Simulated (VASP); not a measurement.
A run of VASP 6.6.1 is set up as follows.

POSCAR

```
RuCl2
1.0
    1.7984891900      3.1150700600      0.0000000000
   -1.7984891900      3.1150700600      0.0000000000
   -1.7984891900      1.0383530200      5.8968510200
Ru Cl
1 2
Direct
    0.0000000000      0.0000000000      0.0000000000
    0.2500000000      0.5000000000      0.7500000000
    0.7500000000      0.5000000000      0.2500000000
```

INCAR.step1

```
SYSTEM = RuCl2
ALGO = Normal
EDIFF = 1E-4
ENCUT = 520
GGA = PE
ISMEAR = -1
LASPH = .True.
LCHARG = .False.
LREAL = .False.
LWAVE = .True.
NBANDS = 21
NELM = 80
PREC = Accurate
SIGMA = 0.0146
```

INCAR.step2

```
SYSTEM = RuCl2
ALGO = Normal
EDIFF = 1E-6
ENCUT = 520
ISIF = 2
ISMEAR = -1
ISTART = 1
LASPH = .True.
LCHARG = .False.
LMIXTAU = .True.
LREAL = .False.
LWAVE = .False.
METAGGA = R2SCAN
NBANDS = 21
NELM = 80
PREC = Accurate
SIGMA = 0.0146
```

Contents of KPOINTS:

```
k-points
0
Gamma
  9 9 9
  0 0 0
```

Potentials or basis: VASP PAW PBE potentials, release 64 (Ru_pv, Cl).

Run with:

```sh
$ cat potpaw_PBE.64/Ru_pv/POTCAR potpaw_PBE.64/Cl/POTCAR > POTCAR
$ cp INCAR.step1 INCAR
$ mpirun -np 1 vasp_std > vasp.out
$ cp INCAR.step2 INCAR
$ mpirun -np 1 vasp_std > vasp.out
```

**Question.** What does it give for the pressure?

**Answer.** -9.0 GPa.

**Question.** Estimate the largest force.

**Answer.** 1.736 eV/Å.

Stress tensor (GPa, compression positive):
```
 -7.75   0.00   0.00
  0.00  -7.75   0.00
  0.00   0.00 -11.37
```

Caveat: the cell stands under tension; the PAW data sets were made with another functional, which shifts forces and pressure a little.
